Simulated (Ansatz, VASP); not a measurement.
**BeTe: VASP beside Ansatz**

INCAR

```
SYSTEM = BeTe
  ALGO = Normal
  EDIFF = 1E-7
  ENCUT = 520
  GGA = PE
  ISIF = 2
  ISMEAR = -1
  LASPH = .TRUE.
  LCHARG = .TRUE.
  LELF = .TRUE.
  LREAL = .FALSE.
  LVHAR = .TRUE.
  LWAVE = .FALSE.
  NBANDS = 11
  NELM = 80
  PREC = Accurate
  SIGMA = 0.02
```

File KPOINTS:

```
k-points
0
G
  8 8 8
  0 0 0
```

Contents of POSCAR:

```
BeTe
1.0
    0.0000000000      2.7844971001      2.7844971001
    2.7844971001      0.0000000000      2.7844971001
    2.7844971001      2.7844971001      0.0000000000
Be Te
1 1
Direct
    0.0000000000      0.0000000000      0.0000000000
    0.2500000000      0.2500000000      0.2500000000
```

Input for Ansatz:

```yaml
crystal:
  lattice:
    - [0.0, 2.7844971001, 2.7844971001]
    - [2.7844971001, 0.0, 2.7844971001]
    - [2.7844971001, 2.7844971001, 0.0]
  atoms:
    - { symbol: Be, position: [0.0, 0.0, 0.0] }
    - { symbol: Te, position: [0.25, 0.25, 0.25] }
kpoints:
  mp_grid: { grid: [8, 8, 8] }
  band_path:
    path:
      - [0.0, 0.0, 0.0]
      - [-0.5, -0.5, 0.0]
      - [-0.375, -0.375, 0.25]
      - [-0.375, 0.0, 0.375]
      - [0.0, 0.0, 0.5]
      - [-0.5, -0.25, 0.25]
      - [0.0, 0.5, 0.5]
    npoints: 1
hamiltonian:
  xc: pbe
scf:
  occupations: { method: fermi_dirac, width: 0.02 }
  n_extra_bands: 4
output:
  forces: true
  stress: true
  eigenvalues: true
  write_density: true
  write_potential: true
  elf: true
  volumetric_format: npy
```

Change from the starting cell: hydrostatic strain -1.6%.

Alike in both runs: task single point; functional PBE; k mesh 8 × 8 × 8; occupations fermi-dirac, width 0.02 eV; no spin polarisation.

```csv
,VASP,Ansatz
version,VASP 6.6.1,Ansatz 0.2.0
potentials or method,"VASP PAW PBE potentials, release 64 (Be, Te)","plane waves, PAW"
plane-wave cutoff (eV),520,420
valence electrons in the cell,8,18
```

|  | VASP | Ansatz | Ansatz less VASP |
| --- | --- | --- | --- |
| gap on the k mesh at the Fermi level (eV) | 1.89 | 1.90 | +0.016 |
| pressure (GPa) | 3.3 | 3.2 | -0.17 |

VASP's potentials hold 8 valence electrons a cell and Ansatz's 18, so a difference there can come from the potentials and not from the codes.

Neither program's run includes spin-orbit coupling.
